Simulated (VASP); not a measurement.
Wanted: the native input for a VASP 6.6.1 run.

```
Task                   : single point
Functional             : LDA
Potentials or basis    : VASP PAW LDA potentials, release 64 (Sc_sv)
Cutoff                 : 520 eV
k mesh                 : 13 × 13 × 7
Occupations            : fermi-dirac, width 0.03 eV
Spin                   : no spin polarisation
Dipole correction      : no
Further INCAR settings : ALGO = Normal; EDIFF = 1e-06; NBANDS = 18
```

The structure of Sc lies in POSCAR:

```
Sc
1.0
    3.2412524567      0.0000000000      0.0000000000
   -1.6206262283      2.8070069676      0.0000000000
    0.0000000000      0.0000000000      5.1604596207
Sc
2
Direct
    0.3333333333      0.6666666667      0.2500000000
    0.6666666667      0.3333333333      0.7500000000
```

This cell differs from its parent crystal: volume scaled by 0.94.

One way to write it, as run:

INCAR

```
SYSTEM = Sc
PREC = Accurate
ENCUT = 520
EDIFF = 1E-6
ISMEAR = -1
SIGMA = 0.03
LREAL = .False.
LASPH = .True.
NELM = 80
ALGO = Normal
ISIF = 2
LWAVE = .False.
LCHARG = .True.
LELF = .True.
LVHAR = .True.
NBANDS = 18
```

KPOINTS

```
Automatic mesh
0
Gamma
  13 13 7
  0 0 0
```

Potentials or basis: VASP PAW LDA potentials, release 64 (Sc_sv).

Launch:

```sh
$ cat potpaw_LDA.64/Sc_sv/POTCAR > POTCAR
$ mpirun -np 1 vasp_std > vasp.out
```

Results of the run:

```
Pressure               : -2.2 GPa
Band gap on the k mesh : zero (band 11 reaches 4.49 eV, above the bottom of band 12 at 3.23 eV)
```

Run time: 22 s on 1 thread of Intel(R) Xeon(R) Platinum 8488C (Sapphire Rapids) (shared host), peak memory 0.17 GiB.
